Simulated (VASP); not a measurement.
# TiB2 (P6/mmm) in VASP: vibrations by perturbation theory with LDA

Aim: the vibrations by perturbation theory of TiB2 with LDA.

All numbers are computed with VASP 6.6.1; they aren't measurements. Logs are shortened: lines on timing, memory, paths and dates and some standing lists are left out, and cuts for length are marked.

### Step 1. The cell of the first run

It takes space group P6/mmm (No. 191, hexagonal). The conventional cell has a = 2.994 Å, b = 2.994 Å, c = 3.160 Å, α = 90.00°, β = 90.00°, γ = 120.00°. Ti (site symmetry 6/mmm) has 12 B at 2.34 Å and 8 Ti at 2.99 to 3.16 Å within 3.2 Å. Within 2.4 Å of B (site symmetry -6m2) lie 3 B at 1.73 Å and 6 Ti at 2.34 Å.

### Step 2. Vibrations by perturbation theory, LDA

File INCAR:

```
SYSTEM = TiB2
ALGO     = Normal         ! electronic algorithm
EDIFF    = 1E-8           ! SCF threshold, eV
ENCUT    = 520            ! plane-wave cutoff, eV
GGA      = CA             ! functional
IBRION   = 8              ! ionic algorithm
ISIF     = 2              ! what is computed and relaxed
ISMEAR   = -1             ! smearing method
LASPH    = .True.         ! aspherical terms in the spheres
LCHARG   = .True.         ! write CHGCAR
LREAL    = .False.        ! projectors in reciprocal space
LWAVE    = .False.        ! write WAVECAR
NELM     = 60             ! most SCF steps
NSW      = 1              ! ionic steps
PREC     = Accurate       ! precision mode
SIGMA    = 0.15           ! smearing width, eV
```

File KPOINTS:

```
k-points
0
Gamma
  18 18 12
  0 0 0
```

File POSCAR:

```
TiB2
1.0
    2.9943051716      0.0000000029      0.0000000000
   -1.4971525883      2.5931443438      0.0000000000
    0.0000000000      0.0000000000      3.1598271771
Ti B
1 2
Direct
    0.0000000000      0.0000000000      0.0000000000
    0.3333333333      0.6666666667      0.5000000000
    0.6666666667      0.3333333333      0.5000000000
```

Potentials or basis: VASP PAW LDA potentials, release 64 (Ti_sv, B).

Started as:

```console
$ cat potpaw_LDA.64/Ti_sv/POTCAR potpaw_LDA.64/B/POTCAR > POTCAR
$ mpirun -np 1 vasp_std > vasp.out
```

OUTCAR:

```text
SYSTEM = TiB2
   EDIFF = 1E-8
   ENCUT = 520
   GGA = CA
   IBRION = 8
   ISIF = 2
   ISMEAR = -1
   LASPH = .True.
   LREAL = .False.
   NELM = 60
   NSW = 1
   PREC = Accurate

 ion  position               nearest neighbor table
   1  0.000  0.000  0.000-   2 2.34   3 2.34   2 2.34   3 2.34   2 2.34   2 2.34   3 2.34   3 2.34
                             3 2.34   3 2.34   2 2.34   2 2.34
   2  0.333  0.667  0.500-   3 1.73   3 1.73   3 1.73   1 2.34   1 2.34   1 2.34   1 2.34   1 2.34
                             1 2.34
   3  0.667  0.333  0.500-   2 1.73   2 1.73   2 1.73   1 2.34   1 2.34   1 2.34   1 2.34   1 2.34
                             1 2.34

  LATTYP: Found a hexagonal cell.
 ALAT       =     2.9943051716
 C/A-ratio  =     1.0552789365

  Lattice vectors:

 A1 = (   2.9943051716,   0.0000000029,   0.0000000000)
 A2 = (  -1.4971525883,   2.5931443438,   0.0000000000)
 A3 = (   0.0000000000,   0.0000000000,   3.1598271771)

Analysis of symmetry for initial positions (statically):
=====================================================================
 Subroutine PRICEL returns:
 Original cell was already a primitive cell.

 Routine SETGRP: Setting up the symmetry group for a
 hexagonal supercell.

 Subroutine GETGRP returns: Found 24 space group operations
 (whereof 24 operations were pure point group operations)
 out of a pool of 24 trial point group operations.

The static configuration has the point symmetry D_6h.

Analysis of symmetry for dynamics (positions and initial velocities):
=====================================================================
 Subroutine PRICEL returns:
 Original cell was already a primitive cell.

 Routine SETGRP: Setting up the symmetry group for a
 hexagonal supercell.

 Subroutine GETGRP returns: Found 24 space group operations
 (whereof 24 operations were pure point group operations)
 out of a pool of 24 trial point group operations.

[... 566 lines left out ...]
      0.00000      0.00000      0.00000         0.000000      0.000000      0.000000
     -0.00000      1.72876      1.57991         0.000000     -0.000000      0.000000
      1.49715      0.86438      1.57991        -0.000000      0.000000      0.000000
 -----------------------------------------------------------------------------------
    total drift:                               -0.000000      0.000000      0.000000

  FREE ENERGIE OF THE ION-ELECTRON SYSTEM (eV)
  ---------------------------------------------------
  free  energy   TOTEN  =       -26.9347971050 eV

  energy  without entropy=      -26.9061572384  energy(sigma->0) =      -26.92047717

[... ionic steps 2 to 3 ...]

--------------------------------------- Ionic step        4  -------------------------------------------

------------------------ aborting loop because EDIFF is reached ----------------------------------------
[... 11 lines left out ...]
[... ionic steps 8 to 8 ...]

--------------------------------------- Ionic step        9  -------------------------------------------

 Free energy of the ion-electron system (eV)
  ---------------------------------------------------
  ---------------------------------------------------
  free energy    TOTEN  =        -0.04562876 eV

  energy without entropy =       -0.04562876

------------------------ aborting loop because EDIFF is reached ----------------------------------------

 INTERNAL STRAIN TENSOR  FOR ION    2  DIRECTION 3   (eV/Angst):
 -----------------------------------------------------------------------------
    -0.00057 -0.00000  0.00000
    -0.00000 -0.00057 -0.00000
    -0.00000 -0.00000 -0.00314

 INTERNAL STRAIN TENSOR FOR ION    3 for displacements in x,y,z  (eV/Angst):
          X           Y           Z          XY          YZ          ZX
  --------------------------------------------------------------------------------
  x    -0.00000     0.00000     0.00000     3.70924     0.00000     0.00000
  y     3.70924    -3.70924     0.00000     0.00000     0.00000     0.00000
  z     0.00000     0.00000     0.00000     0.00000     0.00000     0.00000

 SECOND DERIVATIVES (NOT SYMMETRIZED)
 ------------------------------------
               1X          1Y          1Z          2X          2Y          2Z          3X          3Y          3Z
  1X   -15.695338   -0.000000    0.000000    7.847669    0.000000    0.000000    7.847669    0.000000    0.000000
  1Y    -0.000000  -15.695338    0.000000    0.000000    7.847669    0.000000    0.000000    7.847669    0.000000
  1Z    -0.000000   -0.000000  -15.951582    0.000000    0.000000    7.975791    0.000000    0.000000    7.975791
  2X     7.831278    0.000000    0.000000  -20.782417   -0.000000    0.000000   12.951139    0.000000    0.000000
  2Y     0.000000    7.831278    0.000000   -0.000000  -20.782417    0.000000    0.000000   12.951139    0.000000
  2Z     0.000000    0.000000    7.983820    0.000000   -0.000000  -10.590595   -0.000000   -0.000000    2.606775
  3X     7.831278    0.000000    0.000000   12.951139    0.000000    0.000000  -20.782417   -0.000000    0.000000
  3Y     0.000000    7.831278    0.000000    0.000000   12.951139    0.000000   -0.000000  -20.782417    0.000000
  3Z     0.000000    0.000000    7.983820   -0.000000   -0.000000    2.606775    0.000000   -0.000000  -10.590595

 Eigenvectors and eigenvalues of the dynamical matrix
 ----------------------------------------------------

   1 f  =   27.615242 THz   173.511684 2PiTHz  921.145326 cm-1   114.207413 meV
             X         Y         Z           dx          dy          dz
      0.000000  0.000000  0.000000    -0.000000   -0.000000    0.000000
     -0.000000  1.728763  1.579914     0.699786    0.101489   -0.000000
      1.497153  0.864381  1.579914    -0.699786   -0.101489    0.000000
[... 43 lines left out ...]
   9 f/i=    0.007764 THz     0.048782 2PiTHz    0.258975 cm-1     0.032109 meV
             X         Y         Z           dx          dy          dz
      0.000000  0.000000  0.000000    -0.818124   -0.138296   -0.000000
     -0.000000  1.728763  1.579914    -0.389161   -0.065784   -0.000000
      1.497153  0.864381  1.579914    -0.389161   -0.065784   -0.000000

--------------------------------------------------------------------------------------------------------

 ELASTIC MODULI CONTR FROM IONIC RELAXATION (kBar)
 Direction    XX          YY          ZZ          XY          YZ          ZX
 --------------------------------------------------------------------------------
 XX         -53.2675     53.2675     -0.0000     -0.0000     -0.0000     -0.0000
 YY          53.2675    -53.2675      0.0000     -0.0000      0.0000      0.0000
 ZZ          -0.0000      0.0000     -0.0000     -0.0000     -0.0000     -0.0000
 XY          -0.0000     -0.0000     -0.0000    -53.2675     -0.0000     -0.0000
 YZ          -0.0000      0.0000     -0.0000     -0.0000     -0.0000     -0.0000
 ZX          -0.0000      0.0000     -0.0000     -0.0000     -0.0000     -0.0000
 --------------------------------------------------------------------------------
```

Wall time 40 min (1 thread of AMD EPYC 7R43 (Zen 3), shared host); peak memory 0.79 GiB.

What came out:

```yaml
Highest_phonon_frequency_at_Γ: 921 cm⁻¹
```

Phonon frequencies in cm⁻¹ (negative: imaginary):
```
              q point                    frequencies
(0.000, 0.000, 0.000)  0 0 0 535 535 540 576 921 921
```
